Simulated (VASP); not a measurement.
The system is ZnS.

```
Zn S
1.0
     2.90035    0.00000    0.00000
     0.00000    3.57872    0.00000
     0.00000    0.00000    4.00253
Zn S
1 1
Direct
  0.50000 0.00000 0.50000
  0.50000 0.50000 0.50000
```

The cell was built from a structure type or drawn by symmetry, and may not be a known phase.

* Program: VASP 6.6.1
* Task: relaxation of cell and atoms
* Functional: PBE
* Potentials or basis: VASP PAW PBE potentials, release 64 (Zn, S)
* Cutoff: 600 eV
* k mesh: 6 × 6 × 4
* Occupations: gaussian, width 0.1 eV
* Spin: no spin polarisation

At the start: pressure 52.7 GPa; volume 20.77 Å³/atom.

Problem. Where does the relaxation end?

Solution. Over 20 steps the energy falls by 1624.1 meV/atom and the volume is 46.05 Å³/atom (+121.7 %); space group Pmmm (No. 47, to 0.1 Å) before and after.

Step by step:
```tsv
step	energy change (eV)	largest force (eV/Å)	pressure (GPa)	volume (Å³)
1	0.0000	0.0000	52.74	41.54
2	-0.3739	0.0000	-8.66	87.69
3	-1.1963	0.0000	-7.59	77.45
4	-1.6907	0.0000	-7.35	71.10
5	-2.8284	0.0000	-2.11	55.77
6	-2.6446	0.0000	10.41	48.66
7	-2.8784	0.0000	-0.19	54.00
8	-2.8899	0.0000	1.80	52.55
9	-2.8906	0.0000	1.32	52.84
10	-2.9154	0.0000	0.95	54.43
11	-2.9324	0.0000	0.70	56.79
12	-2.9372	0.0000	0.59	57.78
13	-2.9631	0.0000	0.18	59.77
14	-3.0291	0.0000	-0.26	63.83
15	-3.1390	0.0000	-0.53	72.17
16	-3.2398	0.0000	0.97	89.72
17	-3.2227	0.0000	-1.38	98.34
18	-3.2476	0.0000	0.04	92.76
19	-3.2476	0.0000	0.05	92.70
20	-3.2483	0.0000	0.00	92.10
```

Final structure:
```cif
data_structure
_symmetry_space_group_name_H-M 'P 1'
_symmetry_Int_Tables_number 1
_cell_length_a 4.4945
_cell_length_b 4.1734
_cell_length_c 4.9103
_cell_angle_alpha 90.000
_cell_angle_beta 90.000
_cell_angle_gamma 90.000
_cell_volume 92.10
loop_
_atom_site_label
_atom_site_type_symbol
_atom_site_fract_x
_atom_site_fract_y
_atom_site_fract_z
_atom_site_occupancy
Zn1 Zn 0.50000 0.00000 0.50000 1
S1 S 0.50000 0.50000 0.50000 1
```

Caveat: the volume moved by over 15 % at a fixed basis, so the end points are rough.
